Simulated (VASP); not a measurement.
The system is K2HfSe3.

```
CELL_PARAMETERS angstrom
6.39052 0.00000 0.00000
-3.19526 5.53435 0.00000
0.00000 0.00000 4.99961
ATOMIC_POSITIONS crystal
K 0.66667 0.33333 0.00000
K 0.33333 0.66667 0.00000
Hf 0.00000 0.00000 0.00000
Se 0.00000 0.50000 0.50000
Se 0.50000 0.00000 0.50000
Se 0.50000 0.50000 0.50000
```

The cell was generated, and may not be a known phase.

```yaml
Program: VASP 6.6.1
Task: relaxation of cell and atoms
Functional: PBE
Potentials_or_basis: VASP PAW PBE potentials, release 64 (K_sv, Hf_pv, Se)
Cutoff: 600 eV
k_mesh: 6 × 6 × 8
Occupations: gaussian, width 0.1 eV
Spin: no spin polarisation
```

At the start: pressure 0.2 GPa; volume 29.47 Å³/atom.

**Question.** How do energy, volume and symmetry change on relaxing?

**Answer.** Over 6 steps the energy falls by 4.5 meV/atom and the volume is 29.42 Å³/atom (-0.2 %); space group P6/mmm (No. 191, to 0.1 Å) before and after.

The path:
```
step  energy change (eV)  largest force (eV/Å)  pressure (GPa)  volume (Å³)
   1              0.0000                0.0000            0.19       176.82
   2             -0.0162                0.0000           -0.04       177.71
   3             -0.0233                0.0000           -0.41       179.23
   4             -0.0240                0.0000           -0.33       178.88
   5             -0.0267                0.0000           -0.08       177.08
   6             -0.0268                0.0000           -0.01       176.53
```

Final structure:
```cif
data_structure
_symmetry_space_group_name_H-M 'P 1'
_symmetry_Int_Tables_number 1
_cell_length_a 6.2970
_cell_length_b 6.2970
_cell_length_c 5.1408
_cell_angle_alpha 90.000
_cell_angle_beta 90.000
_cell_angle_gamma 120.000
_cell_volume 176.53
loop_
_atom_site_label
_atom_site_type_symbol
_atom_site_fract_x
_atom_site_fract_y
_atom_site_fract_z
_atom_site_occupancy
K1 K 0.66667 0.33333 0.00000 1
K2 K 0.33333 0.66667 0.00000 1
Hf1 Hf 0.00000 0.00000 0.00000 1
Se1 Se 0.00000 0.50000 0.50000 1
Se2 Se 0.50000 0.00000 0.50000 1
Se3 Se 0.50000 0.50000 0.50000 1
```
